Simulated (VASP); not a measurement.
The system is Pd.

```
Pd
1.0
     0.00000    1.95865    1.95865
     1.95865    0.00000    1.95865
     1.95865    1.95865    0.00000
Pd
1
Direct
  0.00000 0.00000 0.00000
```

| Property | Result |
| --- | --- |
| Program | VASP 6.6.1 |
| Task | relaxation of cell and atoms |
| Functional | PBE |
| Potentials or basis | VASP PAW PBE potentials, release 64 (Pd) |
| Cutoff | 600 eV |
| k mesh | 18 × 18 × 18 |
| Occupations | gaussian, width 0.1 eV |
| Spin | no spin polarisation |

At the start: pressure 3.0 GPa; volume 15.03 Å³/atom.

Q: How do energy, volume and symmetry change on relaxing?

A: Over 3 steps the energy falls by 2.3 meV/atom and the volume is 15.29 Å³/atom (+1.7 %); space group Fm-3m (No. 225, to 0.05 Å).

Step by step:
```
step  energy change (eV)  largest force (eV/Å)  pressure (GPa)  volume (Å³)
   1              0.0000                0.0000            3.01        15.03
   2              0.0021                0.0000           -3.76        15.65
   3             -0.0023                0.0000            0.00        15.29
```

Final structure:
```
Pd
1.0
     0.00000    1.96976    1.96976
     1.96976    0.00000    1.96976
     1.96976    1.96976    0.00000
Pd
1
Direct
  0.00000 0.00000 0.00000
```
